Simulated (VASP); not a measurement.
Crystal: LiCl.

```
Li Cl
1.0
    -2.08524    3.66755   -0.03239
     0.03563   -0.02677    5.24525
     6.23036    3.65292    0.02391
Li Cl
4 4
Direct
  0.50541 0.25089 0.16275
  0.98983 0.24089 0.66892
  0.99956 0.74232 0.33669
  0.49680 0.76359 0.83204
  0.48720 0.74966 0.16520
  0.01043 0.75540 0.66609
  0.99653 0.24335 0.33827
  0.51425 0.25388 0.83005
```

```yaml
Program: VASP 6.6.1
Task: relaxation of cell and atoms
Functional: PBE
Potentials_or_basis: VASP PAW PBE potentials, release 64 (Li_sv, Cl)
Cutoff: 600 eV
k_mesh: 4 × 4 × 4
Occupations: gaussian, width 0.1 eV
Spin: no spin polarisation
```

At the start: pressure 0.2 GPa; volume 19.97 Å³/atom.

Question: How do energy, volume and symmetry change on relaxing?

Answer: Over 11 steps the energy falls by 4.4 meV/atom and the volume is 20.02 Å³/atom (+0.2 %); space group P1 (No. 1, to 0.1 Å) before, P6_3/mmc (No. 194, to 0.1 Å).

Step by step:
```
step  energy change (eV)  largest force (eV/Å)  pressure (GPa)  volume (Å³)
   1              0.0000                0.2537            0.16       159.80
   2             -0.0127                0.1822            0.04       160.25
   3             -0.0282                0.1003           -0.20       161.46
   4             -0.0283                0.1034           -0.21       161.54
   5             -0.0317                0.0717           -0.08       160.69
   6             -0.0336                0.0326            0.14       159.36
   7             -0.0345                0.0293            0.05       159.88
   8             -0.0347                0.0318           -0.02       160.32
   9             -0.0351                0.0238           -0.02       160.33
  10             -0.0353                0.0165           -0.02       160.35
  11             -0.0354                0.0146            0.01       160.13
```

Final structure:
```yaml
crystal:
  lattice:
    - [-2.09199, 3.62205, -0.00143]
    - [0.00184, -0.00151, 5.28755]
    - [6.27091, 3.61934, 0.00067]
  atoms:
    - { symbol: Li, position: [0.49803, 0.25041, 0.16670] }
    - { symbol: Li, position: [0.00221, 0.24532, 0.66649] }
    - { symbol: Li, position: [0.99730, 0.74471, 0.33326] }
    - { symbol: Li, position: [0.50189, 0.75735, 0.83364] }
    - { symbol: Cl, position: [0.49788, 0.75059, 0.16701] }
    - { symbol: Cl, position: [0.00230, 0.75092, 0.66662] }
    - { symbol: Cl, position: [0.99813, 0.25095, 0.33309] }
    - { symbol: Cl, position: [0.50225, 0.24976, 0.83320] }
```

Caveat: the cutoff is under 1.25 times the usual one of these potentials, so pressure, stress and relaxed cells hold a basis-set (Pulay) error.
